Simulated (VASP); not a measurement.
Here is a VASP 6.6.1 calculation.

Contents of INCAR:

```
SYSTEM = LiF
PREC     = Accurate       ! precision mode
ENCUT    = 520            ! plane-wave cutoff, eV
EDIFF    = 1E-7           ! SCF threshold, eV
ISMEAR   = 0              ! smearing method
SIGMA    = 0.02           ! smearing width, eV
LREAL    = .FALSE.        ! projectors in reciprocal space
LASPH    = .TRUE.         ! aspherical terms in the spheres
NELM     = 100            ! most SCF steps
ALGO     = Normal         ! electronic algorithm
ISIF     = 2              ! what is computed and relaxed
LWAVE    = .FALSE.        ! write WAVECAR
LCHARG   = .TRUE.         ! write CHGCAR
GGA      = PS             ! functional
LELF     = .TRUE.         ! ELF
LVHAR    = .TRUE.       
NBANDS   = 18             ! bands
```

KPOINTS

```
Automatic mesh
0
G
  9 9 6
  0 0 0
```

File POSCAR:

```
LiF
1.0
    3.0929711670      0.0000002955      0.0000000000
   -1.5464858394      2.6785914560      0.0000000000
    0.0000000000      0.0000000000      4.8206829330
Li F
2 2
Direct
    0.0000000000      0.0000000000     -0.0069581841
    0.3333333333      0.6666666667      0.4930418159
    0.0000000000      0.0000000000      0.3819581841
    0.3333333333      0.6666666667      0.8819581841
```

Potentials or basis: VASP PAW PBE potentials, release 64 (Li_sv, F).

Run with:

```bash
$ cat potpaw_PBE.64/Li_sv/POTCAR potpaw_PBE.64/F/POTCAR > POTCAR
$ mpirun -np 1 vasp_std > vasp.out
```

Problem. What does it give for the band gap on the k mesh?

Solution. 7.60 eV, direct.

 PBEsol gaps usually lie below the measured ones, often by a third to a half.
